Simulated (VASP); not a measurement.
# Ga2H7N2 in VASP: further runs

Runs on Ga2H7N2. Level: PBE. Tasks: single point.

Program: VASP 6.6.1. These are calculated values, not measurements. Logs are shortened: lines on timing, memory, paths and dates and some standing lists are left out, and cuts for length are marked.

**1. The cell of the first run**

The cell holds a wire or tube with vacuum around it, 22 atoms: a = 13.300 Å, b = 15.100 Å, c = 7.576 Å, α = 90.00°, β = 90.00°, γ = 90.00°.

**2. Single point, PBE**

Input file INCAR:

```
SYSTEM = Ga2H7N2
ALGO = Normal ; EDIFF = 1E-6
ENCUT = 520 ; GGA = PE
ISIF = 2 ; ISMEAR = 0
LASPH = .True. ; LCHARG = .False.
LREAL = Auto ; LWAVE = .False.
NBANDS = 60 ; NELM = 60
PREC = Accurate ; SIGMA = 0.05
```

Input file KPOINTS:

```
k-points
0
Gamma
  1 1 4
  0 0 0
```

Input file POSCAR:

```
Ga2H7N2
1.0
   13.3000000000      0.0000000000      0.0000000000
    0.0000000000     15.1000000000      0.0000000000
    0.0000000000      0.0000000000      7.5761754977
Ga N H
4 4 14
Direct
    0.5785268030      0.5000000000     -0.0008121088
    0.3997290504      0.5000000000      0.3178674316
    0.4613782193      0.6158657501      0.6531633960
    0.4613782193      0.3841342499      0.6531633960
    0.5491767362      0.5000000000      0.2560297850
    0.4049983881      0.5000000000      0.5805362079
    0.5018809391      0.6035552308      0.9144823788
    0.5018809391      0.3964447692      0.9144823788
    0.6910133888      0.5000000000      0.9435632193
    0.5805319185      0.4462986364      0.3183252140
    0.5805319185      0.5537013636      0.3183252140
    0.3584234349      0.4095174274      0.2428500003
    0.3584234349      0.5904825726      0.2428500003
    0.3312183608      0.5000000000      0.6198374048
    0.3768806250      0.6881943590      0.6529316170
    0.5654387622      0.6293026427      0.5562886572
    0.5441095542      0.6589878985      0.9385110347
    0.4390834641      0.6114693877      0.9918216105
    0.3768806250      0.3118056410      0.6529316170
    0.5654387622      0.3706973573      0.5562886572
    0.5441095542      0.3410121015      0.9385110347
    0.4390834641      0.3885306123      0.9918216105
```

Potentials or basis: VASP PAW PBE potentials, release 64 (Ga_d, N, H).

Launch:

```bash
$ cat potpaw_PBE.64/Ga_d/POTCAR potpaw_PBE.64/N/POTCAR potpaw_PBE.64/H/POTCAR > POTCAR
$ mpirun -np 1 vasp_std > vasp.out
```

OUTCAR:

```text
SYSTEM = Ga2H7N2
   EDIFF = 1E-6
   ENCUT = 520
   GGA = PE
   ISIF = 2
   ISMEAR = 0
   LASPH = .True.
   LREAL = Auto
   NELM = 60
   PREC = Accurate

 ion  position               nearest neighbor table
   1  0.579  0.500  0.999-   9 1.55   8 1.97   7 1.97   5 1.98
   2  0.400  0.500  0.318-  12 1.58  13 1.58   6 1.99   5 2.04
   3  0.461  0.616  0.653-  15 1.57  16 1.58   6 1.98   7 2.06
   4  0.461  0.384  0.653-  19 1.57  20 1.58   6 1.98   8 2.06
   5  0.549  0.500  0.256-  10 1.03  11 1.03   1 1.98   2 2.04
   6  0.405  0.500  0.581-  14 1.03   4 1.98   3 1.98   2 1.99
   7  0.502  0.604  0.914-  17 1.02  18 1.03   1 1.97   3 2.06
   8  0.502  0.396  0.914-  21 1.02  22 1.03   1 1.97   4 2.06
   9  0.691  0.500  0.944-   1 1.55
  10  0.581  0.446  0.318-   5 1.03
  11  0.581  0.554  0.318-   5 1.03
  12  0.358  0.410  0.243-   2 1.58
  13  0.358  0.590  0.243-   2 1.58
  14  0.331  0.500  0.620-   6 1.03
  15  0.377  0.688  0.653-   3 1.57
  16  0.565  0.629  0.556-   3 1.58
  17  0.544  0.659  0.939-   7 1.02
  18  0.439  0.611  0.992-   7 1.03
  19  0.377  0.312  0.653-   4 1.57
  20  0.565  0.371  0.556-   4 1.58
  21  0.544  0.341  0.939-   8 1.02
  22  0.439  0.389  0.992-   8 1.03

  LATTYP: Found a simple orthorhombic cell.
 ALAT       =     7.5761754977
 B/A-ratio  =     1.7555031564
 C/A-ratio  =     1.9930900498

  Lattice vectors:

 A1 = (   0.0000000000,   0.0000000000,   7.5761754977)
 A2 = (  13.3000000000,   0.0000000000,   0.0000000000)
 A3 = (   0.0000000000,  15.1000000000,   0.0000000000)

Analysis of symmetry for initial positions (statically):
=====================================================================
 Subroutine PRICEL returns:
 Original cell was already a primitive cell.

 Routine SETGRP: Setting up the symmetry group for a
 simple orthorhombic supercell.

 Subroutine GETGRP returns: Found  2 space group operations
 (whereof  2 operations were pure point group operations)
 out of a pool of  8 trial point group operations.

The static configuration has the point symmetry C_1h.

Analysis of symmetry for dynamics (positions and initial velocities):
=====================================================================
 Subroutine PRICEL returns:
 Original cell was already a primitive cell.

 Routine SETGRP: Setting up the symmetry group for a
 simple orthorhombic supercell.

 Subroutine GETGRP returns: Found  2 space group operations
 (whereof  2 operations were pure point group operations)
 out of a pool of  8 trial point group operations.

The dynamic configuration has the point symmetry C_1h.

 Subroutine INISYM returns: Found  2 space group operations
 (whereof  2 operations are pure point group operations),
 and found     1 'primitive' translations

----------------------------------------------------------------------------------------

                                     Primitive cell

  volume of cell :    1521.5233

  direct lattice vectors                    reciprocal lattice vectors
    13.300000000  0.000000000  0.000000000     0.075187970  0.000000000  0.000000000
     0.000000000 15.100000000  0.000000000     0.000000000  0.066225166  0.000000000
     0.000000000  0.000000000  7.576175498     0.000000000  0.000000000  0.131992719

  length of vectors
    13.300000000 15.100000000  7.576175498     0.075187970  0.066225166  0.131992719

  position of ions in fractional coordinates (direct lattice)
     0.578526803  0.500000000  0.999187891
     0.399729050  0.500000000  0.317867432
     0.461378219  0.615865750  0.653163396
     0.461378219  0.384134250  0.653163396
     0.549176736  0.500000000  0.256029785
     0.404998388  0.500000000  0.580536208
[... 14 lines left out ...]
     0.544109554  0.341012101  0.938511035
     0.439083464  0.388530612  0.991821610

  ion indices of the primitive-cell ions
   primitive index   ion index
                 1           1
                 2           2
                 3           3
                 4           4
                 5           5
                 6           6
[... 14 lines left out ...]
                21          21
                22          22

----------------------------------------------------------------------------------------

 KPOINTS: k-points

Automatic generation of k-mesh.
 Grid dimensions read from file:
 generate k-points for:    1    1    4

 Generating k-lattice:

  Cartesian coordinates                     Fractional coordinates (reciprocal lattice)
     0.075187970  0.000000000  0.000000000     1.000000000  0.000000000  0.000000000
     0.000000000  0.066225166  0.000000000     0.000000000  1.000000000  0.000000000
     0.000000000  0.000000000  0.032998180     0.000000000  0.000000000  0.250000000

  Length of vectors
     0.075187970  0.066225166  0.032998180

  Shift w.r.t. Gamma in fractional coordinates (k-lattice)
     0.000000000  0.000000000  0.000000000

 Subroutine IBZKPT returns following result:
 ===========================================

 Found      3 irreducible k-points:

 Following reciprocal coordinates:
            Coordinates               Weight
  0.000000  0.000000  0.000000      1.000000
  0.000000  0.000000  0.250000      2.000000
  0.000000  0.000000  0.500000      1.000000
   k-points           NKPTS =      3   k-points in BZ     NKDIM =      3   number of bands    NBANDS=     60
   number of dos      NEDOS =    301   number of ions     NIONS =     22
   total plane-waves  NPLWV = 627200
   dimension x,y,z NGX =   100 NGY =  112 NGZ =   56
   dimension x,y,z NGXF=   200 NGYF=  224 NGZF=  112
   ions per type =               4   4  14
   NGX,Y,Z   is equivalent  to a cutoff of  12.50, 12.33, 12.29 a.u.
   NGXF,Y,Z  is equivalent  to a cutoff of  25.00, 24.66, 24.58 a.u.
 SYSTEM =  Ga2H7N2
   PREC   = accura    normal or accurate (medium, high low for compatibility)
   ISTART =      0    job   : 0-new  1-cont  2-samecut
   ICHARG =      2    charge: 1-file 2-atom 10-const
   ISPIN  =      1    spin polarized calculation?
   LNONCOLLINEAR =      F non collinear calculations
   LSORBIT =      F    spin-orbit coupling
   LASPH  =      T    aspherical Exc in radial PAW
   ENCUT  =  520.0 eV  38.22 Ry    6.18 a.u.  24.73 28.08 14.09*2*pi/ulx,y,z
   NELM   =     60;   NELMIN=  2; NELMDL= -5     # of ELM steps
   EDIFF  = 0.1E-05   stopping-criterion for ELM
   LREAL  =      T    real-space projection
   EDIFFG = 0.1E-04   stopping-criterion for IOM
   NSW    =      0    number of steps for IOM
[... 5 lines left out ...]
   TEBEG  =    0.0;   TEEND  =   0.0 temperature during run
   PSTRESS=    0.0 pullay stress
   NELECT =      86.0000    total number of electrons
   NUPDOWN=      -1.0000    fix difference up-down
   EMIN   =  10.00;   EMAX   =-10.00  energy-range for DOS
   EFERMI =   0.00;   METHOD = LEGACY
   ISMEAR =     0;   SIGMA  =   0.05  broadening in eV -4-tet -1-fermi 0-gaus
   EFERMI_NEDOS =   21; number of points for ismear=-14 and -15
   IALGO  =     38    algorithm
   IMIX   =      4    mixing-type and parameters
     AMIX     =   0.40;   BMIX     =  1.00
     AMIX_MAG =   1.60;   BMIX_MAG =  1.00
  volume/ion in A,a.u.               =      69.16       466.72
  Fermi-wavevector in a.u.,A,eV,Ry     =   0.628273  1.187263  5.370579  0.394726
  Thomas-Fermi vector in A             =   1.690161
   LORBIT       =      0    0 simple, 1 ext, 2 COOP (PROOUT), +10 PAW based schemes
   GGA     = PE    functional components
   LHFCALC =     F    Hartree Fock is set to
   AEXX    =    0.0000 exact exchange contribution
   IVDW    =     0    specifies the selected vdW correction
   LEPSILON=     F    determine dielectric tensor
   LRPA    =     F    only Hartree local field effects (RPA)
 non-spin polarized calculation
 Gauss-broadening in eV      SIGMA  =   0.05
  energy-cutoff  :      520.00
  volume of cell :     1521.52
 maximum number of plane-waves:     40974
 NGX is ok and might be reduce to    98
   NGX = 49   NGY = 57   NGZ = 29

 number of electron      86.0000036 magnetization

 Free energy of the ion-electron system (eV)
  ---------------------------------------------------
  ext. energy  EPLUGINS =         0.00000000
  ---------------------------------------------------
  free energy    TOTEN  =       -96.43027614 eV

  energy without entropy =      -96.43027614  energy(sigma->0) =      -96.43027614

 E-fermi :  -5.3955     XC(G=0):  -1.8686

 val. band max:       -5.6541582624   @ k =   0.0000   0.0000   0.5000
 cond. band min:      -0.6785217048   @ k =   0.0000   0.0000   0.5000
 fundamental gap:      4.9756365576
 Fermi energy:        -5.3955007246

 k-point     1 :       0.0000    0.0000    0.0000
  band No.  band energies     occupation
      1     -21.2329      2.00000
      2     -21.0477      2.00000
      3     -20.9376      2.00000
      4     -19.8197      2.00000
      5     -18.2456      2.00000
      6     -18.1924      2.00000
[... 47 lines left out ...]
     54       1.3065      0.00000
     55       1.3541      0.00000

 k-point     2 :       0.0000    0.0000    0.2500
  band No.  band energies     occupation
      1     -21.2274      2.00000
      2     -21.0476      2.00000
      3     -20.9433      2.00000
      4     -19.8199      2.00000
      5     -18.2455      2.00000
      6     -18.1923      2.00000
[... 47 lines left out ...]
     54       1.4017      0.00000
     55       1.4487      0.00000

 k-point     3 :       0.0000    0.0000    0.5000
  band No.  band energies     occupation
      1     -21.2216      2.00000
      2     -21.0475      2.00000
      3     -20.9494      2.00000
      4     -19.8201      2.00000
      5     -18.2455      2.00000
      6     -18.1923      2.00000
[... 47 lines left out ...]
     54       1.5634      0.00000
     55       1.6118      0.00000
 [bands above 55 left out]

------------------------ aborting loop because EDIFF is reached ----------------------------------------

  FORCE on cell =-STRESS in cart. coord.  units (eV):
  Direction    XX          YY          ZZ          XY          YZ          ZX
  --------------------------------------------------------------------------------------
  -------------------------------------------------------------------------------------
  Total       -0.2645054     -0.2105541     -0.3679059      0.0000000      0.0000000     -0.0107703
  in kB       -0.2785265     -0.2217153     -0.3874081      0.0000000      0.0000000     -0.0113412
  external PRESSURE =      -0.2958833 kB  Pullay stress =       0.0000000 kB

 VOLUME and BASIS-vectors are now :
 -----------------------------------------------------------------------------
  energy-cutoff  :      520.00
  volume of cell :     1521.52
      direct lattice vectors                 reciprocal lattice vectors
    13.300000000  0.000000000  0.000000000     0.075187970  0.000000000  0.000000000
     0.000000000 15.100000000  0.000000000     0.000000000  0.066225166  0.000000000
     0.000000000  0.000000000  7.576175498     0.000000000  0.000000000  0.131992719

 POSITION                                       TOTAL-FORCE (eV/Angst)
 -----------------------------------------------------------------------------------
      7.69441      7.55000      7.57002         0.028252      0.000000     -0.024173
      5.31640      7.55000      2.40822        -0.025292      0.000000     -0.018978
      6.13633      9.29957      4.94848         0.010745      0.021941     -0.023547
      6.13633      5.80043      4.94848         0.010745     -0.021941     -0.023547
      7.30405      7.55000      1.93973         0.010636      0.000000      0.004586
      5.38648      7.55000      4.39824        -0.004695      0.000000      0.007684
[... 14 lines left out ...]
      7.23666      5.14928      7.11032         0.016232     -0.015871     -0.005206
      5.83981      5.86681      7.51421        -0.017981      0.007027      0.005527
 -----------------------------------------------------------------------------------
    total drift:                               -0.001214      0.000000     -0.002884

  FREE ENERGIE OF THE ION-ELECTRON SYSTEM (eV)
  ---------------------------------------------------
  free  energy   TOTEN  =       -96.4302761375 eV

  energy  without entropy=      -96.4302761375  energy(sigma->0) =      -96.43027614
```

Wall time 15 min (1 thread of Intel Xeon 8259CL, shared host); peak memory 1.2 GiB.

Results:

* Free energy: -96.4303 eV
* Largest force: 0.037 eV/Å
* Band gap on the k mesh: 4.98 eV

Forces in eV/Å, atoms in the order of the input:
```
Ga   0.028  0.000 -0.024
Ga  -0.025  0.000 -0.019
Ga   0.011  0.022 -0.024
Ga   0.011 -0.022 -0.024
N    0.011  0.000  0.005
N   -0.005  0.000  0.008
N   -0.002  0.003  0.017
N   -0.002 -0.003  0.017
H   -0.027  0.000  0.010
H   -0.006 -0.010  0.000
H   -0.006  0.010  0.000
H    0.013  0.020  0.004
H    0.013 -0.020  0.004
H   -0.018  0.000  0.005
H    0.013 -0.017  0.004
H   -0.010  0.002  0.006
H    0.016  0.016 -0.005
H   -0.018 -0.007  0.006
H    0.013  0.017  0.004
H   -0.010 -0.002  0.006
H    0.016 -0.016 -0.005
H   -0.018  0.007  0.006
```

**3. Single point, PBE**

This run uses another cell than the first one.

Input file INCAR:

```
PREC = Accurate ; ENCUT = 520
EDIFF = 1E-6 ; ISMEAR = 0
SIGMA = 0.05 ; LREAL = Auto
LASPH = T ; NELM = 60
ALGO = Normal ; ISIF = 2
LWAVE = F ; LCHARG = F
GGA = PE ; NBANDS = 60
```

Input file KPOINTS:

```
regular mesh
0
Gamma
  1 1 4
```

Input file POSCAR:

```
Ga2H7N2
1.0
   13.3000000000      0.0000000000      0.0000000000
    0.0000000000     15.1000000000      0.0000000000
    0.0000000000      0.0000000000      7.8781932339
Ga N H
4 4 14
Direct
    0.5503143978      0.5000000000      0.0000000000
    0.4106972584      0.5000000000      0.3333333333
    0.4805058281      0.6064986397      0.6666666667
    0.4805058281      0.3935013603      0.6666666667
    0.5503143978      0.5000000000      0.2500000000
    0.4106972584      0.5000000000      0.5833333333
    0.4805058281      0.6064986397      0.9166666667
    0.4805058281      0.3935013603      0.9166666667
    0.6616083974      0.5000000000      0.9335719095
    0.5864672257      0.4448459263      0.2931571034
    0.5864672257      0.5551540737      0.2931571034
    0.3550502586      0.4151059846      0.2669052428
    0.3550502586      0.5848940154      0.2669052428
    0.3383916026      0.5000000000      0.6264904367
    0.4248588283      0.6913926551      0.6002385761
    0.5917998277      0.6064986397      0.6002385761
    0.5166586560      0.6616527134      0.9598237701
    0.4082001723      0.6064986397      0.9598237701
    0.4248588283      0.3086073449      0.6002385761
    0.5917998277      0.3935013603      0.6002385761
    0.5166586560      0.3383472866      0.9598237701
    0.4082001723      0.3935013603      0.9598237701
```

Potentials or basis: VASP PAW PBE potentials, release 64 (Ga_d, N, H).

Launch:

```bash
$ cat potpaw_PBE.64/Ga_d/POTCAR potpaw_PBE.64/N/POTCAR potpaw_PBE.64/H/POTCAR > POTCAR
$ mpirun -np 1 vasp_std > vasp.out
```

OUTCAR:

```text
PREC = Accurate
   ENCUT = 520
   EDIFF = 1E-6
   ISMEAR = 0
   LREAL = Auto
   LASPH = T
   NELM = 60
   ISIF = 2
   GGA = PE

 ion  position               nearest neighbor table
   1  0.550  0.500  0.000-   9 1.57   8 1.97   7 1.97   5 1.97
   2  0.411  0.500  0.333-  12 1.57  13 1.57   6 1.97   5 1.97
   3  0.481  0.606  0.667-  16 1.57  15 1.57   7 1.97   6 1.97
   4  0.481  0.394  0.667-  20 1.57  19 1.57   8 1.97   6 1.97
   5  0.550  0.500  0.250-  10 1.02  11 1.02   1 1.97   2 1.97
   6  0.411  0.500  0.583-  14 1.02   2 1.97   4 1.97   3 1.97
   7  0.481  0.606  0.917-  18 1.02  17 1.02   1 1.97   3 1.97
   8  0.481  0.394  0.917-  22 1.02  21 1.02   1 1.97   4 1.97
   9  0.662  0.500  0.934-   1 1.57
  10  0.586  0.445  0.293-   5 1.02
  11  0.586  0.555  0.293-   5 1.02
  12  0.355  0.415  0.267-   2 1.57
  13  0.355  0.585  0.267-   2 1.57
  14  0.338  0.500  0.626-   6 1.02
  15  0.425  0.691  0.600-   3 1.57
  16  0.592  0.606  0.600-   3 1.57
  17  0.517  0.662  0.960-   7 1.02
  18  0.408  0.606  0.960-   7 1.02
  19  0.425  0.309  0.600-   4 1.57
  20  0.592  0.394  0.600-   4 1.57
  21  0.517  0.338  0.960-   8 1.02
[... 212 lines left out ...]

 k-point     1 :       0.0000    0.0000    0.0000
  band No.  band energies     occupation
      1     -21.7914      2.00000
      2     -21.6152      2.00000
      3     -21.5076      2.00000
      4     -19.9430      2.00000
      5     -18.5327      2.00000
      6     -18.4957      2.00000
[... 163 lines left out ...]
     54       1.4191      0.00000
     55       1.5829      0.00000
 [bands above 55 left out]

------------------------ aborting loop because EDIFF is reached ----------------------------------------

  FORCE on cell =-STRESS in cart. coord.  units (eV):
  Direction    XX          YY          ZZ          XY          YZ          ZX
  --------------------------------------------------------------------------------------
  -------------------------------------------------------------------------------------
  Total        2.2534364      1.9502585      3.6360038      0.0000000      0.0000000     -0.1237279
  in kB        2.2819213      1.9749110      3.6819654      0.0000000      0.0000000     -0.1252919
  external PRESSURE =       2.6462659 kB  Pullay stress =       0.0000000 kB

 VOLUME and BASIS-vectors are now :
 -----------------------------------------------------------------------------
  energy-cutoff  :      520.00
  volume of cell :     1582.18
      direct lattice vectors                 reciprocal lattice vectors
    13.300000000  0.000000000  0.000000000     0.075187970  0.000000000  0.000000000
     0.000000000 15.100000000  0.000000000     0.000000000  0.066225166  0.000000000
     0.000000000  0.000000000  7.878193234     0.000000000  0.000000000  0.126932657

 POSITION                                       TOTAL-FORCE (eV/Angst)
 -----------------------------------------------------------------------------------
      7.31918      7.55000      0.00000         1.205950     -0.000000     -0.186528
      5.46227      7.55000      2.62606        -1.289870     -0.000000      0.132615
      6.39073      9.15813      5.25213         0.035412      0.862448     -1.419290
      6.39073      5.94187      5.25213         0.035412     -0.862448     -1.419290
      7.31918      7.55000      1.96955        -0.344592     -0.000000     -0.159586
      5.46227      7.55000      4.59561         0.677207     -0.000000      0.768552
[... 14 lines left out ...]
      6.87156      5.10904      7.56168        -0.165846     -0.101627      0.081578
      5.42906      5.94187      7.56168        -0.066747     -0.390707      0.262979
 -----------------------------------------------------------------------------------
    total drift:                               -0.007776     -0.000000      0.006002

  FREE ENERGIE OF THE ION-ELECTRON SYSTEM (eV)
  ---------------------------------------------------
  free  energy   TOTEN  =       -95.7397052740 eV

  energy  without entropy=      -95.7397052740  energy(sigma->0) =      -95.73970527
```

It took 17 min on 1 thread of Intel Xeon 8259CL, shared host; peak memory 1.2 GiB.

Results:

```
Free energy            : -95.7397 eV
Largest force          : 1.661 eV/Å
Band gap on the k mesh : 4.08 eV
```

Forces in eV/Å, atoms in the order of the input:
```
Ga   1.206  0.000 -0.187
Ga  -1.290  0.000  0.133
Ga   0.035  0.862 -1.419
Ga   0.035 -0.862 -1.419
N   -0.345  0.000 -0.160
N    0.677  0.000  0.769
N   -0.124 -0.839  0.421
N   -0.124  0.839  0.421
H   -0.141  0.000  0.035
H    0.266  0.109  0.221
H    0.266 -0.109  0.221
H    0.202 -0.303 -0.096
H    0.202  0.303 -0.096
H   -0.231  0.000 -0.198
H   -0.276  0.098  0.207
H    0.191 -0.252  0.125
H   -0.166  0.102  0.082
H   -0.067  0.391  0.263
H   -0.276 -0.098  0.207
H    0.191  0.252  0.125
H   -0.166 -0.102  0.082
H   -0.067 -0.391  0.263
```
